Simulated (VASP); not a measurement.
# Pb (I4/mmm) in VASP: notebook, part 2 of 2

VASP 6.6.1. Earlier steps stand in the parts before.

### Step 3. Single point, PBEsol+D3(BJ)

This run uses another cell than the first one, of 30.52 Å³/atom.

Input file INCAR:

```
SYSTEM = Pb
PREC     = Accurate       ! precision mode
ENCUT    = 500            ! plane-wave cutoff, eV
EDIFF    = 1E-6           ! SCF threshold, eV
ISMEAR   = 1              ! smearing method
SIGMA    = 0.1            ! smearing width, eV
LREAL    = .FALSE.        ! projectors in reciprocal space
LASPH    = .TRUE.         ! aspherical terms in the spheres
NELM     = 120            ! most SCF steps
ALGO     = Normal         ! electronic algorithm
ISIF     = 2              ! what is computed and relaxed
LWAVE    = .FALSE.        ! write WAVECAR
LCHARG   = .TRUE.         ! write CHGCAR
GGA      = PS             ! functional
IVDW     = 12             ! dispersion correction
LELF     = .TRUE.         ! ELF
LVHAR    = .TRUE.       
NBANDS   = 13             ! bands
GGA_COMPAT= .FALSE.
```

Input file KPOINTS:

```
Automatic mesh
0
G
  12 12 12
  0 0 0
```

Input file POSCAR:

```
Pb
1.0
    0.0000000000      2.4750200000      2.4915201333
    2.4750200000      0.0000000000      2.4915201333
    2.4750200000      2.4750200000      0.0000000000
Pb
1
Direct
    0.0000000000      0.0000000000      0.0000000000
```

Potentials or basis: VASP PAW PBE potentials, release 64 (Pb_d).

Command:

```
$ cat potpaw_PBE.64/Pb_d/POTCAR > POTCAR
$ mpirun -np 1 vasp_std > vasp.out
```

OUTCAR:

```text
SYSTEM = Pb
   PREC = Accurate
   ENCUT = 500
   EDIFF = 1E-6
   ISMEAR = 1
   LREAL = .FALSE.
   LASPH = .TRUE.
   NELM = 120
   ISIF = 2
   GGA = PS
   IVDW = 12
 IVDW          = 12

 ion  position               nearest neighbor table
   1  0.000  0.000  0.000-

  LATTYP: Found a body centered tetragonal cell.
 ALAT       =     3.5002068511
 C/A-ratio  =     1.4236416528

  Lattice vectors:

 A1 = (  -2.4750200000,   0.0000000000,   2.4915201333)
 A2 = (   2.4750200000,   0.0000000000,   2.4915201333)
 A3 = (   0.0000000000,   2.4750200000,  -2.4915201333)
[... 566 lines left out ...]

------------------------ aborting loop because EDIFF is reached ----------------------------------------

 Edisp (eV)   -0.43836

 E8    (eV) :    -0.3203

  FORCE on cell =-STRESS in cart. coord.  units (eV):
  Direction    XX          YY          ZZ          XY          YZ          ZX
  --------------------------------------------------------------------------------------
  -------------------------------------------------------------------------------------
  Total      -0.57119    -0.57119    -0.52747     0.00000     0.00000     0.00000
  in kB     -29.98031   -29.98031   -27.68576     0.00000     0.00000     0.00000
  external pressure =      -29.22 kB  Pullay stress =        0.00 kB

 VOLUME and BASIS-vectors are now :
 -----------------------------------------------------------------------------
  energy-cutoff  :      500.00
  volume of cell :       30.52
      direct lattice vectors                 reciprocal lattice vectors
     0.000000000  2.475020000  2.491520133    -0.202018570  0.202018570  0.200680698
     2.475020000  0.000000000  2.491520133     0.202018570 -0.202018570  0.200680698
     2.475020000  2.475020000  0.000000000     0.202018570  0.202018570 -0.200680698

 POSITION                                       TOTAL-FORCE (eV/Angst)
 -----------------------------------------------------------------------------------
      0.00000      0.00000      0.00000         0.000000      0.000000     -0.000000
 -----------------------------------------------------------------------------------
    total drift:                               -0.000000     -0.000000     -0.000000

  FREE ENERGIE OF THE ION-ELECTRON SYSTEM (eV)
  ---------------------------------------------------
  free  energy   TOTEN  =        -4.4214232444 eV

  energy  without entropy=       -4.4207198684  energy(sigma->0) =       -4.42118879
```

stdout:

```text
POSCAR found type information on POSCAR Pb
 POSCAR found :  1 types and       1 ions
 scaLAPACK will be used
 -----------------------------------------------------------------------------
|                                                                             |
|                                                                             |
|     You enforced a specific xc type in the INCAR file but a different       |
|     I HOPE YOU KNOW WHAT YOU ARE DOING!                                     |
|                                                                             |
 -----------------------------------------------------------------------------

 LDA part: xc-table for (Slater+PW92), standard interpolation
 POSCAR, INCAR and KPOINTS ok, starting setup
 FFT: planning ... GRIDC
 FFT: planning ... GRID_SOFT
 FFT: planning ... GRID
 WAVECAR not read
 entering main loop
```

Run time: 70 s. Hardware: 1 thread of Intel Xeon 8259CL, shared host; peak memory 0.2 GiB.

Results:

```yaml
Free_energy: -4.4214 eV
Pressure: -2.9 GPa
Band_gap_on_the_k_mesh: zero (bands 7 and 8 overlap by 8.93 eV)
Dispersion_energy_per_atom: -0.438 eV
```

Caveat: three body term missing; the PAW data sets were made with another functional, which shifts forces and pressure a little; spin-orbit coupling is left out, which moves the levels of the heavy elements.

### Step 4. Single point, PBEsol+D3(BJ)

This run uses another cell than the first one, of 30.63 Å³/atom.

Input file INCAR:

```
SYSTEM = Pb
ALGO = Normal ; EDIFF = 1E-6
ENCUT = 500 ; GGA = PS
GGA_COMPAT = .FALSE. ; ISIF = 2
ISMEAR = 1 ; IVDW = 12
LASPH = .TRUE. ; LCHARG = .TRUE.
LELF = .TRUE. ; LREAL = .FALSE.
LVHAR = .TRUE. ; LWAVE = .FALSE.
NBANDS = 13 ; NELM = 120
PREC = Accurate ; SIGMA = 0.1
```

Input file KPOINTS:

```
k-points
0
G
  12 12 12
  0 0 0
```

Input file POSCAR:

```
Pb
1.0
    0.0000000000      2.4750200000      2.4997702000
    2.4750200000      0.0000000000      2.4997702000
    2.4750200000      2.4750200000      0.0000000000
Pb
1
Direct
    0.0000000000      0.0000000000      0.0000000000
```

Command:

```
$ cat potpaw_PBE.64/Pb_d/POTCAR > POTCAR
$ mpirun -np 1 vasp_std > vasp.out
```

Run time: 69 s. Hardware: 1 thread of Intel Xeon 8259CL, shared host; peak memory 0.2 GiB.

It converged, with:

```
Free energy                : -4.4197 eV
Pressure                   : -3.1 GPa
Band gap on the k mesh     : zero (bands 7 and 8 overlap by 8.91 eV)
Dispersion energy per atom : -0.437 eV
```

Stress tensor (GPa, compression positive):
```
-3.15  0.00  0.00
 0.00 -3.15  0.00
 0.00  0.00 -2.87
```

Levels at points of the mesh, in eV from the Fermi level:
```
           k point  band 4  band 5  band 6  band 7  band 8  band 9  band 10  band 11
(0.00, 0.00, 0.00)  -16.87  -16.86  -11.73    7.30    7.30    7.31     9.73    11.16
(0.50, 0.00, 0.00)  -16.74  -16.74   -8.16   -4.20    5.40    5.57     9.19     9.33
(0.50, 0.50, 0.00)  -16.70  -16.70   -6.84   -3.33    2.08    2.08     5.37     6.65
(0.50, 0.00, 0.50)  -16.71  -16.70   -6.73   -3.25    1.92    1.99     5.26     6.55
```

Caveat: three body term missing; the cell stands under tension; the PAW data sets were made with another functional, which shifts forces and pressure a little; spin-orbit coupling is left out, which moves the levels of the heavy elements.

### Step 5. Overview

| cell | gap on the mesh (eV) | pressure (GPa) |
| --- | --- | --- |
| a = 3.506, b = 3.506, c = 3.500 Å, angles 60.1, 60.1, 59.9°, 1 atom | none | -2.8 |
| a = 3.512, b = 3.512, c = 3.500 Å, angles 60.1, 60.1, 59.8°, 1 atom | none | -2.9 |
| a = 3.518, b = 3.518, c = 3.500 Å, angles 60.2, 60.2, 59.7°, 1 atom | none | -3.1 |

Alike in all rows: task single point; level PBEsol+D3(BJ); potentials or basis VASP PAW PBE potentials, release 64 (Pb_d); no spin polarisation; k mesh 12 × 12 × 12; cutoff (eV) 500; smearing methfessel-paxton 0.1 eV.

Caveats: three body term missing; the PAW data sets were made with another functional, which shifts forces and pressure a little; spin-orbit coupling is left out, which moves the levels of the heavy elements; the cell stands under tension (at least some runs).

Absolute energies hang on the potentials; compare differences alone.
